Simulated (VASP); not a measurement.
## SiO2: single point with LDA

SiO2:

```
Si O
1.0
     4.35990    0.00000    0.00000
    -2.17995    3.77578    0.00000
     0.00000    0.00000    8.20832
Si O
4 8
Direct
  0.66667 0.33333 0.93735
  0.66667 0.33333 0.56265
  0.33333 0.66667 0.06265
  0.33333 0.66667 0.43735
  0.00000 0.31891 0.00000
  0.31891 0.31891 0.50000
  0.68109 0.00000 0.50000
  0.68109 0.68109 0.00000
  0.00000 0.68109 0.50000
  0.66667 0.33333 0.75000
  0.33333 0.66667 0.25000
  0.31891 0.00000 0.00000
```

```yaml
Program: VASP 6.6.1
Task: single point
Functional: LDA
Potentials_or_basis: VASP PAW LDA potentials, release 64 (Si, O)
Cutoff: 520 eV
k_mesh: 6 × 6 × 4
Occupations: gaussian, width 0.02 eV
Spin: no spin polarisation
Dipole_correction: no
Further_INCAR_settings: ALGO = Normal; EDIFF = 1e-07; NBANDS = 44
```

| Property | Result |
| --- | --- |
| Pressure | 31.1 GPa |
| Largest force | 0.075 eV/Å |
| Band gap on the k mesh | 5.60 eV, indirect (least direct gap 5.76 eV) |

Forces on the atoms (eV/Å):
```
Si   0.000  0.000 -0.062
Si   0.000  0.000  0.062
Si   0.000  0.000  0.062
Si   0.000  0.000 -0.062
O    0.037 -0.065  0.000
O   -0.037 -0.065  0.000
O    0.075  0.000  0.000
O    0.037  0.065  0.000
O   -0.037  0.065  0.000
O    0.000  0.000  0.000
O    0.000  0.000  0.000
O   -0.075  0.000  0.000
```

Stress tensor (GPa, compression positive):
```
31.16  0.00  0.00
 0.00 31.16  0.00
 0.00  0.00 30.87
```

Levels at points of the mesh, in eV from the valence-band top:
```tsv
k point	band 28	band 29	band 30	band 31	band 32	band 33	band 34	band 35	band 36	band 37
(0.00, 0.00, 0.00)	-1.45	-0.40	-0.40	-0.17	-0.17	5.60	8.39	8.60	9.82	9.82
(0.50, 0.00, 0.00)	-1.42	-1.09	-0.99	-0.88	-0.36	7.89	8.81	9.25	9.30	9.64
(0.00, 0.00, 0.50)	-1.41	-0.50	-0.50	-0.01	-0.01	6.55	6.55	9.52	9.52	10.18
(0.50, 0.00, 0.50)	-1.33	-0.96	-0.96	-0.77	-0.77	8.32	8.32	9.29	9.29	9.78
```

Wall time 43 s on 1 thread of Intel(R) Xeon(R) 6975P-C (Granite Rapids) (shared host), peak memory 0.24 GiB.

A k mesh can miss the band edges. A hybrid or GW would open this gap; LDA tends to underestimate it.
